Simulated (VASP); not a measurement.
Rh, 4 atoms in the cell. The structure is hexagonal, space group P6_3/mmc (No. 194). The conventional cell has a = 3.797 Å, b = 3.797 Å, c = 5.299 Å, α = 90.00°, β = 90.00°, γ = 120.00°. Rh (site symmetry -3m) has 8 Rh at 2.56 to 2.65 Å within 3.4 Å. Rh (site symmetry -6m2) has 12 Rh at 2.56 to 3.44 Å within 3.5 Å. This isn't the form of Rh at room conditions, which is fcc.

* Program: VASP 6.6.1
* Task: relaxation of cell and atoms
* Functional: PBE
* Potentials or basis: VASP PAW PBE potentials, release 64 (Rh_pv)
* Cutoff: 600 eV
* k mesh: 15 × 15 × 10
* Occupations: gaussian, width 0.1 eV
* Spin: no spin polarisation
* Dipole correction: no
* Further INCAR settings: ALGO = Fast; EDIFF = 1e-06; IBRION = 2; EDIFFG = -0.01; NSW = 100; ISIF = 3

Potentials or basis: VASP PAW PBE potentials, release 64 (Rh_pv).

The run is started by

```console
$ cat potpaw_PBE.64/Rh_pv/POTCAR > POTCAR
$ mpirun -np 1 vasp_std > vasp.out
```

Hardware: 1 thread of Intel Xeon 8259CL, on a shared host.

Problem. How long does it take, and how much memory?

Solution. Wall time 43 min on 1 thread of Intel Xeon 8259CL, on a shared host, peak memory 0.44 GiB. Counts: scf iterations 49, k points 162, ion steps 5.
